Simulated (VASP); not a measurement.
**DyBe: single point with PBE**

Crystal: DyBe.

```
CELL_PARAMETERS angstrom
0.00000 0.00000 -4.03214
-2.35781 -4.08805 0.00000
-7.07344 4.08805 0.00000
ATOMIC_POSITIONS crystal
Dy 0.25000 0.24982 0.91673
Dy 0.25000 0.74982 0.41673
Dy 0.75000 0.25018 0.58327
Dy 0.75000 0.75018 0.08327
Be 0.25000 0.74955 0.75015
Be 0.25000 0.24955 0.25015
Be 0.75000 0.75045 0.74985
Be 0.75000 0.25045 0.24985
```

```yaml
Program: VASP 6.6.1
Task: single point
Functional: PBE
Potentials_or_basis: VASP PAW PBE potentials, release 64 (Dy_3, Be), 4f in core
Cutoff: 600 eV
k_mesh: 6 × 6 × 4
Occupations: gaussian, width 0.2 eV
Spin: no spin polarisation
Dipole_correction: no
Further_INCAR_settings: ALGO = Normal; EDIFF = 1e-06; NBANDS = 32
```

```json
{
 "Pressure": "0.4 GPa",
 "Largest force": "0.004 eV/Å",
 "Band gap on the k mesh": "zero (bands 22 and 23 overlap by 0.94 eV)"
}
```

Forces on the atoms (eV/Å):
```
Dy  -0.004  0.001  0.000
Dy  -0.004  0.001  0.000
Dy   0.004 -0.001  0.000
Dy   0.004 -0.001  0.000
Be  -0.002  0.000  0.000
Be  -0.002  0.000  0.000
Be   0.002  0.000  0.000
Be   0.002  0.000  0.000
```

Stress tensor (GPa, compression positive):
```
 0.36 -0.01  0.00
-0.01  0.34  0.00
 0.00  0.00  0.54
```

Levels at points of the mesh, in eV from the Fermi level:
| k point | band 20 | band 21 | band 22 | band 23 | band 24 | band 25 |
| --- | --- | --- | --- | --- | --- | --- |
| (0.00, 0.00, 0.00) | -1.13 | -0.48 | -0.19 | 1.19 | 1.34 | 1.53 |
| (0.50, 0.00, 0.00) | -1.11 | -0.88 | -0.88 | 0.23 | 0.23 | 1.57 |
| (0.00, 0.50, 0.00) | -1.23 | -0.57 | -0.57 | 1.22 | 1.22 | 1.94 |
| (0.50, 0.50, 0.00) | -1.31 | 0.17 | 0.17 | 0.17 | 0.17 | 1.78 |
| (0.00, 0.00, 0.50) | -1.17 | -0.67 | -0.67 | 1.40 | 1.40 | 1.51 |
| (0.50, 0.00, 0.50) | -0.92 | -0.61 | -0.61 | -0.61 | -0.61 | 2.30 |
| (0.00, 0.50, 0.50) | -1.13 | -0.48 | -0.48 | 1.19 | 1.20 | 1.52 |
| (0.50, 0.50, 0.50) | -0.88 | 0.23 | 0.23 | 0.23 | 0.23 | 1.57 |

It took 2.8 min on 1 thread of AMD EPYC 9R45 96-Core Processor (Zen 5), with other jobs on the host, peak memory 0.43 GiB.

Caveat: spin-orbit coupling is left out, which moves the levels of the heavy elements; the 4f electrons are frozen in the core, so they carry no moment and show no levels. Spin polarisation is off, so any magnetic state and its effect on volume and gap are missing.
